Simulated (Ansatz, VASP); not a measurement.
**Two plane-wave programs on Si**

```
Si
1.0
    -1.28678    1.28678    2.12951
     1.28678   -1.28678    2.12951
     1.28678    1.28678   -2.12951
Si
1
Direct
  0.00000 0.00000 0.00000
```

Alike in both runs: task relaxation of cell and atoms; functional r2SCAN; k mesh 30 × 30 × 30; occupations gaussian, width 0.1 eV; no spin polarisation.

|  | VASP | Ansatz |
| --- | --- | --- |
| version | VASP 6.6.1 | Ansatz 0.2.0 |
| potentials or method | VASP PAW PBE potentials, release 64 (Si), cutoff 600 eV | scalar-relativistic, plane waves, PAW |
| valence electrons in the cell | 4 | 4 |

|  | VASP | Ansatz | Ansatz less VASP |
| --- | --- | --- | --- |
| gap on the k mesh at the Fermi level, each at its own relaxed structure (eV) | none | none | - |
| relaxed volume (Å³/atom) | 14.37 | 14.36 | -0.002 |
| relaxed length of the cell vector where the two differ most in proportion (Å) | 2.878 | 2.876 | -0.0018 |

VASP's potentials were made for PBE, not for r2SCAN. A gap of «none» marks a metal or a gap that the smearing closes.
